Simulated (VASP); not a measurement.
## Ge5I3: single point with PBE

Crystal: Ge5I3.

```
Ge I
1.0
     3.89231   -5.21605    0.00000
     3.89231    5.21605    0.00000
     0.00000    0.00000    5.25086
Ge I
5 3
Direct
  0.50000 0.50000 0.00000
  0.50000 0.00000 0.00000
  0.00000 0.50000 0.00000
  0.32878 0.32878 0.50000
  0.67122 0.67122 0.50000
  0.00000 0.00000 0.00000
  0.23940 0.76060 0.50000
  0.76060 0.23940 0.50000
```

| Quantity | Value |
| --- | --- |
| Program | VASP 6.6.1 |
| Task | single point |
| Functional | PBE |
| Potentials or basis | VASP PAW PBE potentials, release 64 (Ge_d, I) |
| Cutoff | 520 eV |
| k mesh | 6 × 6 × 8 |
| Occupations | gaussian, width 0.1 eV |
| Spin | no spin polarisation |
| Dipole correction | no |
| Further INCAR settings | ALGO = Normal; EDIFF = 1e-06; NBANDS = 56 |

The pressure is 0.0 GPa and the largest force is 0.008 eV/Å.

Forces in eV/Å, atoms in the order of the input:
```
Ge   0.000  0.000  0.000
Ge   0.000  0.000  0.000
Ge   0.000  0.000  0.000
Ge  -0.008  0.000  0.000
Ge   0.008  0.000  0.000
I    0.000  0.000  0.000
I    0.000  0.003  0.000
I    0.000 -0.003  0.000
```

Levels at points of the mesh, in eV from the Fermi level:
```
           k point  band 43  band 44  band 45  band 46  band 47  band 48
(0.00, 0.00, 0.00)    -1.94    -1.68    -0.60     0.23     0.30     0.35
(0.50, 0.00, 0.00)    -1.47    -1.31    -0.57     0.16     0.31     0.96
(0.50, 0.50, 0.00)    -1.38    -1.29    -1.29    -0.97    -0.60     0.82
(0.00, 0.00, 0.50)    -0.95    -0.40    -0.08     0.53     1.40     2.41
(0.50, 0.00, 0.50)    -1.99    -1.28    -0.20     0.92     1.08     1.35
(0.50, 0.50, 0.50)    -0.33    -0.30    -0.28    -0.27     0.11     0.51
```

Run time: 6.8 min on 1 thread of Intel(R) Xeon(R) Platinum 8488C (Sapphire Rapids), on a shared host, peak memory 0.67 GiB.

Caveat: spin-orbit coupling is left out, which moves the levels of the heavy elements; an odd number of electrons without spin polarisation forces a metal; a magnetic or distorted state may lie lower.
